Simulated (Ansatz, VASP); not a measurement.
Given: the input of a run of Ansatz 0.2.0 on Sb.

Contents of input:

```
crystal:
  lattice:
    - [-1.8713408863, 1.8713408863, 1.8713408863]
    - [1.8713408863, -1.8713408863, 1.8713408863]
    - [1.8713408863, 1.8713408863, -1.8713408863]
  atoms:
    - { symbol: Sb, position: [0.0, 0.0, 0.0] }
hamiltonian:
  xc: pbe0
  pseudopotentials: { kind: paw }
kpoints:
  mp_grid: { grid: [5, 5, 5] }
scf:
  occupations: { method: fermi_dirac, width: 0.05 }
output:
  forces: true
  stress: true
  eigenvalues: true
relax:
  f_tol: 0.01
  max_steps: 40
  cell: { stress_tol: 0.05 }
```

Question: Translate it to VASP 6.6.1. Potentials there: VASP PAW PBE potentials, release 64 (Sb).

Answer: As run (the cutoff follows the program's own potentials):

Contents of POSCAR:

```
Sb
1.0
   -1.8713408863      1.8713408863      1.8713408863
    1.8713408863     -1.8713408863      1.8713408863
    1.8713408863      1.8713408863     -1.8713408863
Sb
1
Direct
    0.0000000000      0.0000000000      0.0000000000
```

File INCAR.step1:

```
SYSTEM = Sb
ALGO = Normal
EDIFF = 1E-5
ENCUT = 600
GGA = PE
ISMEAR = -1
LASPH = .True.
LCHARG = .False.
LREAL = .False.
LWAVE = .True.
NBANDS = 8
NELM = 80
PREC = Accurate
SIGMA = 0.05
```

File INCAR.step2:

```
SYSTEM = Sb
AEXX = 0.25
ALGO = Normal
EDIFF = 1E-6
EDIFFG = -0.01
ENCUT = 600
GGA = PE
IBRION = 2
ISIF = 3
ISMEAR = -1
ISTART = 1
LASPH = .True.
LCHARG = .False.
LHFCALC = .True.
LREAL = .False.
LWAVE = .False.
NELM = 80
NSW = 60
PREC = Accurate
PRECFOCK = Normal
SIGMA = 0.05
```

Contents of KPOINTS:

```
k-points
0
Gamma
  5 5 5
  0 0 0
```

Potentials or basis: VASP PAW PBE potentials, release 64 (Sb).

Launch:

```bash
$ cat potpaw_PBE.64/Sb/POTCAR > POTCAR
$ cp INCAR.step1 INCAR
$ mpirun -np 1 vasp_std > vasp.out
$ cp INCAR.step2 INCAR
$ mpirun -np 1 vasp_std > vasp.out
```

Both were run:

|  | VASP | Ansatz | Ansatz less VASP |
| --- | --- | --- | --- |
| gap on the k mesh at the Fermi level, each at its own relaxed structure (eV) | none | none | - |
| relaxed volume (Å³/atom) | 25.07 | 25.50 | +0.431 |
| relaxed cell length with the largest relative difference (Å) | 3.193 | 3.212 | +0.0182 |

A gap of «none» marks a metal or a gap that the smearing closes. VASP's potentials hold 5 valence electrons a cell and Ansatz's 15, so a difference there can come from the potentials and not from the codes.

The k mesh is coarse, so the values compare programs but aren't converged. Neither program's run includes spin-orbit coupling. Noted on Ansatz's run: the plane-wave basis is chosen anew once the cell has moved, so the energies of steps on either side of that aren't comparable.
